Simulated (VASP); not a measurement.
# Ge (Fd-3m) in VASP: elastic constants with LDA

Aim: the elastic constants of Ge with LDA.

All numbers are computed with VASP 6.6.1; they aren't measurements. Logs are shortened: lines on timing, memory, paths and dates and some standing lists are left out, and cuts for length are marked.

## 1. The cell of the first run

The structure is cubic, space group Fd-3m (No. 227). The conventional cell has a = 5.473 Å, b = 5.473 Å, c = 5.473 Å, α = 90.00°, β = 90.00°, γ = 90.00°. Within 3.1 Å of Ge (site symmetry -43m) lie 4 Ge at 2.37 Å.

## 2. Elastic constants, LDA

The input, INCAR:

```
SYSTEM = Ge
PREC = Accurate ; ENCUT = 600
EDIFF = 1E-8 ; ISMEAR = -1
SIGMA = 0.1 ; LREAL = .False.
LASPH = .True. ; NELM = 60
ALGO = Normal ; ISIF = 3
LWAVE = .False. ; LCHARG = .False.
NBANDS = 21 ; IBRION = 6
NFREE = 2 ; POTIM = 0.015
NSW = 1
```

The input, KPOINTS:

```
Automatic mesh
0
Gamma
  14 14 14
  0 0 0
```

The input, POSCAR:

```
Ge
1.0
    0.0000000000      2.7364416485      2.7364416485
    2.7364416485      0.0000000000      2.7364416485
    2.7364416485      2.7364416485      0.0000000000
Ge
2
Direct
    0.5000000000      0.5000000000      0.5000000000
    0.7500000000      0.7500000000      0.7500000000
```

Potentials or basis: VASP PAW LDA potentials, release 64 (Ge_d).

Command:

```console
cat potpaw_LDA.64/Ge_d/POTCAR > POTCAR
mpirun -np 1 vasp_std > vasp.out
```

OUTCAR:

```text
SYSTEM = Ge
   PREC = Accurate
   ENCUT = 600
   EDIFF = 1E-8
   ISMEAR = -1
   LREAL = .False.
   LASPH = .True.
   NELM = 60
   ISIF = 3
   IBRION = 6
   NFREE = 2
   POTIM = 0.015
   NSW = 1

 ion  position               nearest neighbor table
   1  0.500  0.500  0.500-   2 2.37   2 2.37   2 2.37   2 2.37
   2  0.750  0.750  0.750-   1 2.37   1 2.37   1 2.37   1 2.37

  LATTYP: Found a face centered cubic cell.
 ALAT       =     5.4728832970

  Lattice vectors:

 A1 = (   0.0000000000,   2.7364416485,   2.7364416485)
 A2 = (   2.7364416485,   0.0000000000,   2.7364416485)
 A3 = (   2.7364416485,   2.7364416485,   0.0000000000)

Analysis of symmetry for initial positions (statically):
=====================================================================
 Subroutine PRICEL returns:
 Original cell was already a primitive cell.

 Routine SETGRP: Setting up the symmetry group for a
 face centered cubic supercell.

 Subroutine GETGRP returns: Found 48 space group operations
 (whereof 24 operations were pure point group operations)
 out of a pool of 48 trial point group operations.

The static configuration has the point symmetry T_d .
 The point group associated with its full space group is O_h .

Analysis of symmetry for dynamics (positions and initial velocities):
=====================================================================
 Subroutine PRICEL returns:
 Original cell was already a primitive cell.

 Routine SETGRP: Setting up the symmetry group for a
 face centered cubic supercell.

 Subroutine GETGRP returns: Found 48 space group operations
 (whereof 24 operations were pure point group operations)
[... 929 lines left out ...]

  FORCE on cell =-STRESS in cart. coord.  units (eV):
  Direction    XX          YY          ZZ          XY          YZ          ZX
  --------------------------------------------------------------------------------------
  -------------------------------------------------------------------------------------
  Total        1.8529689      1.8565621      1.8565621      0.0000000     -0.1820390      0.0000000
  in kB       72.4419524     72.5824273     72.5824273      0.0000000     -7.1168272      0.0000000
  external PRESSURE =      72.5356024 kB  Pullay stress =       0.0000000 kB
[... 17 lines left out ...]
  FREE ENERGIE OF THE ION-ELECTRON SYSTEM (eV)
  ---------------------------------------------------
  free  energy   TOTEN  =       -10.3165263900 eV

  energy  without entropy=      -10.3148614636  energy(sigma->0) =      -10.31569393

 INTERNAL STRAIN TENSORS FROM STRAINED CELLS
 ============================================

 INTERNAL STRAIN TENSOR FOR ION    1 for displacements in x,y,z  (eV/Angst):
          X           Y           Z          XY          YZ          ZX
  --------------------------------------------------------------------------------
  x     0.00000     0.00000    -0.00000     0.00000    12.13945    -0.00000
  y    -0.00000     0.00000    -0.00000     0.00000     0.00000    12.13950
  z     0.00000     0.00000     0.00000    12.13894     0.00000    -0.00000

 INTERNAL STRAIN TENSORS FROM DISPLACED ATOMS
 ============================================

 INTERNAL STRAIN TENSOR FOR ION    1 for displacements in x,y,z  (eV/Angst):
          X           Y           Z          XY          YZ          ZX
  --------------------------------------------------------------------------------
  x     0.00000    -0.00000    -0.00000     0.00000    12.13458     0.00000
  y     0.00000     0.00000     0.00000     0.00000     0.00000    12.13458
  z     0.00000     0.00000     0.00000    12.13458     0.00000     0.00000

 INTERNAL STRAIN TENSOR FOR ION    2 for displacements in x,y,z  (eV/Angst):
          X           Y           Z          XY          YZ          ZX
  --------------------------------------------------------------------------------
  x     0.00000     0.00000     0.00000     0.00000   -12.13458     0.00000
  y    -0.00000     0.00000    -0.00000     0.00000     0.00000   -12.13458
  z     0.00000     0.00000     0.00000   -12.13458     0.00000     0.00000

 Eigenvectors and eigenvalues of the dynamical matrix
 ----------------------------------------------------

   1 f  =    9.556786 THz    60.047059 2PiTHz  318.780076 cm-1    39.523674 meV
             X         Y         Z           dx          dy          dz
      2.736442  2.736442  2.736442    -0.351092    0.269834    0.551293
      4.104662  4.104662  4.104662     0.351092   -0.269834   -0.551293
[... 11 lines left out ...]
   4 f  =    0.000000 THz     0.000001 2PiTHz    0.000004 cm-1     0.000001 meV
             X         Y         Z           dx          dy          dz
      2.736442  2.736442  2.736442     0.108256    0.686852   -0.128511
      4.104662  4.104662  4.104662     0.108256    0.686852   -0.128511

   5 f/i=    0.000000 THz     0.000001 2PiTHz    0.000005 cm-1     0.000001 meV
             X         Y         Z           dx          dy          dz
      2.736442  2.736442  2.736442    -0.128511   -0.108256   -0.686852
      4.104662  4.104662  4.104662    -0.128511   -0.108256   -0.686852

   6 f/i=    0.000000 THz     0.000001 2PiTHz    0.000006 cm-1     0.000001 meV
             X         Y         Z           dx          dy          dz
      2.736442  2.736442  2.736442    -0.686852    0.128511    0.108256
      4.104662  4.104662  4.104662    -0.686852    0.128511    0.108256

--------------------------------------------------------------------------------------------------------

 ELASTIC MODULI CONTR FROM IONIC RELAXATION (kBar)
 Direction    XX          YY          ZZ          XY          YZ          ZX
 --------------------------------------------------------------------------------
 XX          -0.0000      0.0000     -0.0000      0.0000      0.0000     -0.0000
 YY           0.0000     -0.0000     -0.0000      0.0000      0.0000      0.0000
 ZZ          -0.0000     -0.0000     -0.0000      0.0000      0.0000     -0.0000
 XY           0.0000      0.0000      0.0000   -424.3095      0.0000      0.0000
 YZ           0.0000      0.0000      0.0000      0.0000   -424.3095      0.0000
 ZX          -0.0000      0.0000     -0.0000      0.0000      0.0000   -424.3095
 --------------------------------------------------------------------------------

 TOTAL ELASTIC MODULI (kBar)
 Direction    XX          YY          ZZ          XY          YZ          ZX
 --------------------------------------------------------------------------------
 XX        1477.6463    723.8601    723.8601     -0.0000      0.0000     -0.0000
 YY         723.8601   1477.6463    723.8601     -0.0000      0.0000     -0.0000
 ZZ         723.8601    723.8601   1477.6463      0.0000      0.0000     -0.0000
 XY          -0.0000     -0.0000      0.0000    690.2816     -0.0000     -0.0000
 YZ           0.0000      0.0000      0.0000     -0.0000    690.2816     -0.0000
 ZX          -0.0000     -0.0000     -0.0000     -0.0000     -0.0000    690.2816
 --------------------------------------------------------------------------------
```

OSZICAR:

```text
N       E                     dE             d eps       ncg     rms          rms(c)
DAV:   1     0.199684703170E+03    0.19968E+03   -0.15720E+04  4926   0.404E+03
DAV:   2     0.184096951655E+02   -0.18128E+03   -0.17500E+03  4378   0.658E+02
DAV:   3    -0.959967483169E+01   -0.28009E+02   -0.27780E+02  5023   0.149E+02
DAV:   4    -0.105261566489E+02   -0.92648E+00   -0.92598E+00  4956   0.317E+01
[... 173 lines left out ...]
DAV:   3    -0.103165293137E+02    0.62247E-04   -0.64567E-04 27320   0.281E-01    0.131E-02
DAV:   4    -0.103165269545E+02    0.23592E-05   -0.28126E-05 21997   0.540E-02    0.433E-03
DAV:   5    -0.103165264192E+02    0.53532E-06   -0.23553E-06 24894   0.210E-02    0.101E-03
DAV:   6    -0.103165263954E+02    0.23766E-07   -0.28164E-07 20738   0.664E-03    0.308E-04
DAV:   7    -0.103165263900E+02    0.54570E-08   -0.23133E-08 17494   0.158E-03
  15 F= -.10316526E+02 E0= -.10315694E+02  d E =-.166493E-02
```

stdout:

```text
POSCAR found type information on POSCAR Ge
 POSCAR found :  1 types and       2 ions
 scaLAPACK will be used
 LDA part: xc-table for (Slater(with rela. corr.)+CA(PZ))
 , standard interpolation
 POSCAR, INCAR and KPOINTS ok, starting setup
 FFT: planning ... GRIDC
 FFT: planning ... GRID_SOFT
 FFT: planning ... GRID
 WAVECAR not read
 entering main loop
 Found     1 degrees of freedom:
 Adding 6 more for cell shape distortion
 Finite differences POTIM= 0.01500 DOF=   7
 bond charge predicted
 Finite differences progress:
 bond charge predicted
 Finite differences progress:
 bond charge predicted
 Finite differences progress:
 bond charge predicted
 Finite differences progress:
 bond charge predicted
 Finite differences progress:
 bond charge predicted
 Finite differences progress:
 bond charge predicted
 Finite differences progress:
 bond charge predicted
 Finite differences progress:
 bond charge predicted
 Finite differences progress:
 bond charge predicted
 Finite differences progress:
 bond charge predicted
 Finite differences progress:
 bond charge predicted
 Finite differences progress:
 bond charge predicted
 Finite differences progress:
 bond charge predicted
 Finite differences progress:
```

Wall time 1.6 h (1 thread of Oxide Virtual Turin-like, shared host); peak memory 0.99 GiB.

What came out:

* Elastic constants C11, C12, C44: 148, 72, 69 GPa
* Voigt bulk modulus: 98 GPa
* Highest phonon frequency at Γ: 319 cm⁻¹

Phonon frequencies in cm⁻¹ (negative: imaginary):
```csv
q point,frequencies
"(0.000, 0.000, 0.000)",0 0 0 319 319 319
```

Elastic tensor in Voigt notation (GPa, in the Cartesian axes of the cell as first typed):
```
148  72  72   0   0   0
 72 148  72   0   0   0
 72  72 148   0   0   0
  0   0   0  69   0   0
  0   0   0   0  69   0
  0   0   0   0   0  69
```

Clamped-ion elastic tensor (GPa):
```
148  72  72   0   0   0
 72 148  72   0   0   0
 72  72 148   0   0   0
  0   0   0 111   0   0
  0   0   0   0 111   0
  0   0   0   0   0 111
```

Caveat: the cell is under stress, which shifts elastic constants.
